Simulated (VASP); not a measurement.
# Pd4Pt (P-3m1) in VASP: single point with r2SCAN

Aim: the single point of Pd4Pt with r2SCAN.

Program: VASP 6.6.1. These are calculated values, not measurements. Logs are shortened: lines on timing, memory, paths and dates and some standing lists are left out, and cuts for length are marked.

### Step 1. The cell of the first run

It takes space group P-3m1 (No. 164, trigonal). The conventional cell has a = 4.313 Å, b = 4.313 Å, c = 5.382 Å, α = 90.00°, β = 90.00°, γ = 120.00°. Within 3.5 Å of Pd (site symmetry 3m) lie 3 Pt at 2.62 Å and 8 Pd at 2.64 to 2.98 Å. Pd (site symmetry 3m) has 8 Pd at 2.64 to 2.92 Å and 3 Pt at 3.15 Å within 3.5 Å. Within 3.5 Å of Pt (site symmetry -3m) lie 12 Pd at 2.62 to 3.15 Å.

### Step 2. Single point, r2SCAN

File POSCAR:

```
Pd4Pt
1.0
    4.3131910582      0.0000000000      0.0000000000
   -2.1565955291      3.7353330278      0.0000000000
    0.0000000000      0.0000000000      5.3820415873
Pd Pt
4 1
Direct
    0.3333333333      0.6666666667      0.1526758310
    0.6666666667      0.3333333333      0.8473241690
    0.3333333333      0.6666666667      0.6425075629
    0.6666666667      0.3333333333      0.3574924371
    0.0000000000      0.0000000000      0.0000000000
```

File INCAR.step1:

```
SYSTEM = Pd4Pt
  ALGO = Normal
  EDIFF = 1E-4
  ENCUT = 520
  GGA = PE
  ISMEAR = 0
  LASPH = .TRUE.
  LCHARG = .FALSE.
  LREAL = .FALSE.
  LWAVE = .TRUE.
  NBANDS = 33
  NELM = 100
  PREC = Accurate
  SIGMA = 0.1
```

File INCAR.step2:

```
SYSTEM = Pd4Pt
  ALGO = Normal
  EDIFF = 1E-7
  ENCUT = 520
  ISIF = 2
  ISMEAR = 0
  ISTART = 1
  LASPH = .TRUE.
  LCHARG = .FALSE.
  LMIXTAU = .TRUE.
  LREAL = .FALSE.
  LWAVE = .FALSE.
  METAGGA = R2SCAN
  NBANDS = 33
  NELM = 100
  PREC = Accurate
  SIGMA = 0.1
```

File KPOINTS:

```
k-points
0
G
  12 12 6
  0 0 0
```

Potentials or basis: VASP PAW PBE potentials, release 64 (Pd, Pt).

Started as:

```console
cat potpaw_PBE.64/Pd/POTCAR potpaw_PBE.64/Pt/POTCAR > POTCAR
cp INCAR.step1 INCAR
mpirun -np 1 vasp_std > vasp.out
cp INCAR.step2 INCAR
mpirun -np 1 vasp_std > vasp.out
```

OUTCAR:

```text
SYSTEM = Pd4Pt
   EDIFF = 1E-7
   ENCUT = 520
   ISIF = 2
   ISMEAR = 0
   ISTART = 1
   LASPH = .TRUE.
   LREAL = .FALSE.
   METAGGA = R2SCAN
   NELM = 100
   PREC = Accurate

 ion  position               nearest neighbor table
   1  0.333  0.667  0.153-   5 2.62   5 2.62   5 2.62   3 2.64   4 2.72   4 2.72   4 2.72   3 2.75
                             2 2.98   2 2.98   2 2.98
   2  0.667  0.333  0.847-   5 2.62   5 2.62   5 2.62   4 2.64   3 2.72   3 2.72   3 2.72   4 2.75
                             1 2.98   1 2.98   1 2.98
   3  0.333  0.667  0.643-   1 2.64   2 2.72   2 2.72   2 2.72   1 2.75   4 2.92   4 2.92   4 2.92
                             5 3.15   5 3.15   5 3.15
   4  0.667  0.333  0.357-   2 2.64   1 2.72   1 2.72   1 2.72   2 2.75   3 2.92   3 2.92   3 2.92
                             5 3.15   5 3.15   5 3.15
   5  0.000  0.000  0.000-   1 2.62   2 2.62   2 2.62   1 2.62   2 2.62   1 2.62   3 3.15   4 3.15
                             4 3.15   3 3.15   3 3.15   4 3.15

  LATTYP: Found a hexagonal cell.
 ALAT       =     4.3131910582
 C/A-ratio  =     1.2478096877

  Lattice vectors:

 A1 = (   4.3131910582,   0.0000000000,   0.0000000000)
 A2 = (  -2.1565955291,   3.7353330278,   0.0000000000)
 A3 = (   0.0000000000,   0.0000000000,   5.3820415873)

Analysis of symmetry for initial positions (statically):
=====================================================================
 Subroutine PRICEL returns:
 Original cell was already a primitive cell.

 Routine SETGRP: Setting up the symmetry group for a
 hexagonal supercell.

 Subroutine GETGRP returns: Found 12 space group operations
 (whereof 12 operations were pure point group operations)
 out of a pool of 24 trial point group operations.

The static configuration has the point symmetry D_3d.

Analysis of symmetry for dynamics (positions and initial velocities):
=====================================================================
 Subroutine PRICEL returns:
 Original cell was already a primitive cell.

 Routine SETGRP: Setting up the symmetry group for a
 hexagonal supercell.

 Subroutine GETGRP returns: Found 12 space group operations
 (whereof 12 operations were pure point group operations)
 out of a pool of 24 trial point group operations.

The dynamic configuration has the point symmetry D_3d.

 Subroutine INISYM returns: Found 12 space group operations
 (whereof 12 operations are pure point group operations),
 and found     1 'primitive' translations

[... 99 lines left out ...]
   NELM   =    100;   NELMIN=  2; NELMDL=  0     # of ELM steps
   EDIFF  = 0.1E-06   stopping-criterion for ELM
   LREAL  =      F    real-space projection
   EDIFFG = 0.1E-05   stopping-criterion for IOM
   NSW    =      0    number of steps for IOM
   IBRION =     -1    ionic relax: 0-MD 1-quasi-New 2-CG
   NFREE  =      0    steps in history (QN), initial steepest desc. (CG)
   ISIF   =      2    stress and relaxation
   ISYM   =      2    0-nonsym 1-usesym 2-fastsym
   POTIM  = 0.5000    time-step for ionic-motion
   TEBEG  =    0.0;   TEEND  =   0.0 temperature during run
   PSTRESS=    0.0 pullay stress
   NELECT =      50.0000    total number of electrons
   NUPDOWN=      -1.0000    fix difference up-down
   EMIN   =  10.00;   EMAX   =-10.00  energy-range for DOS
   EFERMI =   0.00;   METHOD = LEGACY
   ISMEAR =     0;   SIGMA  =   0.10  broadening in eV -4-tet -1-fermi 0-gaus
   EFERMI_NEDOS =   21; number of points for ismear=-14 and -15
   IALGO  =     38    algorithm
   IMIX   =      4    mixing-type and parameters
     AMIX     =   0.40;   BMIX     =  1.00
     AMIX_MAG =   1.60;   BMIX_MAG =  1.00
  volume/ion in A,a.u.               =      17.34       117.03
  Fermi-wavevector in a.u.,A,eV,Ry     =   1.362615  2.574969 25.262202  1.856719
  Thomas-Fermi vector in A             =   2.489089
   LORBIT       =      0    0 simple, 1 ext, 2 COOP (PROOUT), +10 PAW based schemes
   METAGGA = R2SCAN    functional components
   LHFCALC =     F    Hartree Fock is set to
   AEXX    =    0.0000 exact exchange contribution
   IVDW    =     0    specifies the selected vdW correction
   LEPSILON=     F    determine dielectric tensor
   LRPA    =     F    only Hartree local field effects (RPA)
 non-spin polarized calculation
 Gauss-broadening in eV      SIGMA  =   0.10
  energy-cutoff  :      520.00
  volume of cell :       86.71
 maximum number of plane-waves:      2358
   NGX = 17   NGY = 17   NGZ = 21

 number of electron      49.9999996 magnetization

 Free energy of the ion-electron system (eV)
  ---------------------------------------------------
  ext. energy  EPLUGINS =         0.00000000
  ---------------------------------------------------
  free energy    TOTEN  =      -141.84200034 eV

  energy without entropy =     -141.80472389  energy(sigma->0) =     -141.82336212

 E-fermi :   7.5225     XC(G=0): -12.9573

 val. band max:        7.5206009959   @ k =   0.0833   0.0833   0.5000
 cond. band min:       7.5260797600   @ k =   0.3333  -0.0000   0.5000
 fundamental gap:      0.0054787642
 Fermi energy:         7.5224595188

 k-point     1 :       0.0000    0.0000    0.0000
  band No.  band energies     occupation
      1       0.4246      2.00000
      2       2.3813      2.00000
      3       2.3813      2.00000
      4       2.9064      2.00000
      5       3.3682      2.00000
      6       3.3682      2.00000
[... 853 lines left out ...]
     32      17.3615      0.00000
     33      17.4218      0.00000

 [... further k-points ...]

------------------------ aborting loop because EDIFF is reached ----------------------------------------

  FORCE on cell =-STRESS in cart. coord.  units (eV):
  Direction    XX          YY          ZZ          XY          YZ          ZX
  --------------------------------------------------------------------------------------
  -------------------------------------------------------------------------------------
  Total       -2.1672297     -2.1672297     -1.8075339      0.0000000      0.0000000     -0.0000000
  in kB      -40.0442771    -40.0442771    -33.3981149      0.0000000      0.0000000     -0.0000000
  external PRESSURE =     -37.8288897 kB  Pullay stress =       0.0000000 kB

 VOLUME and BASIS-vectors are now :
 -----------------------------------------------------------------------------
  energy-cutoff  :      520.00
  volume of cell :       86.71
      direct lattice vectors                 reciprocal lattice vectors
     4.313191058  0.000000000  0.000000000     0.231846906  0.133856873  0.000000000
    -2.156595529  3.735333028  0.000000000     0.000000000  0.267713747  0.000000000
     0.000000000  0.000000000  5.382041587     0.000000000  0.000000000  0.185803098

 POSITION                                       TOTAL-FORCE (eV/Angst)
 -----------------------------------------------------------------------------------
     -0.00000      2.49022      0.82171        -0.000000      0.000000      0.034890
      2.15660      1.24511      4.56033         0.000000     -0.000000     -0.034890
     -0.00000      2.49022      3.45800        -0.000000      0.000000      0.035213
      2.15660      1.24511      1.92404         0.000000     -0.000000     -0.035213
      0.00000      0.00000      0.00000         0.000000      0.000000      0.000000
 -----------------------------------------------------------------------------------
    total drift:                               -0.000000      0.000000     -0.000000

  FREE ENERGIE OF THE ION-ELECTRON SYSTEM (eV)
  ---------------------------------------------------
  free  energy   TOTEN  =      -141.8420003414 eV

  energy  without entropy=     -141.8047238938  energy(sigma->0) =     -141.82336212
```

OSZICAR.step1:

```text
N       E                     dE             d eps       ncg     rms          rms(c)
DAV:   1     0.325297257091E+03    0.32530E+03   -0.25154E+04  6608   0.146E+03
DAV:   2    -0.175393786856E+02   -0.34284E+03   -0.32298E+03  7156   0.328E+02
DAV:   3    -0.268458970222E+02   -0.93065E+01   -0.89548E+01  7458   0.564E+01
DAV:   4    -0.269359225145E+02   -0.90025E-01   -0.89951E-01  7572   0.542E+00
DAV:   5    -0.269376232730E+02   -0.17008E-02   -0.17007E-02  7796   0.814E-01    0.161E+01
DAV:   6    -0.262021386090E+02    0.73548E+00   -0.51072E+00  7449   0.201E+01    0.119E+01
DAV:   7    -0.260675209475E+02    0.13462E+00   -0.29156E+00  7160   0.237E+01    0.813E+00
DAV:   8    -0.255680457708E+02    0.49948E+00   -0.62237E-01  7079   0.125E+01    0.283E+00
DAV:   9    -0.255678161166E+02    0.22965E-03   -0.95864E-02  7204   0.242E+00    0.971E-01
DAV:  10    -0.255630357760E+02    0.47803E-02   -0.24633E-02  7104   0.219E+00    0.300E-01
DAV:  11    -0.255617510066E+02    0.12848E-02   -0.28647E-03  6998   0.779E-01    0.134E-01
DAV:  12    -0.255616655684E+02    0.85438E-04   -0.26441E-04  5173   0.178E-01
   1 F= -.25561666E+02 E0= -.25541650E+02  d E =-.400306E-01
```

It took 19 min on 1 thread of Oxide Virtual Turin-like, shared host; peak memory 0.34 GiB.

Results:

```
Free energy            : -141.8420 eV
Pressure               : -3.8 GPa
Largest force          : 0.035 eV/Å
Band gap on the k mesh : zero (bands 25 and 26 overlap by 0.51 eV)
```

Forces in eV/Å, atoms in the order of the input:
```
Pd   0.000  0.000  0.035
Pd   0.000  0.000 -0.035
Pd   0.000  0.000  0.035
Pd   0.000  0.000 -0.035
Pt   0.000  0.000  0.000
```

Caveat: the cell stands under tension; the PAW data sets were made with another functional, which shifts forces and pressure a little; spin-orbit coupling is left out, which moves the levels of the heavy elements.
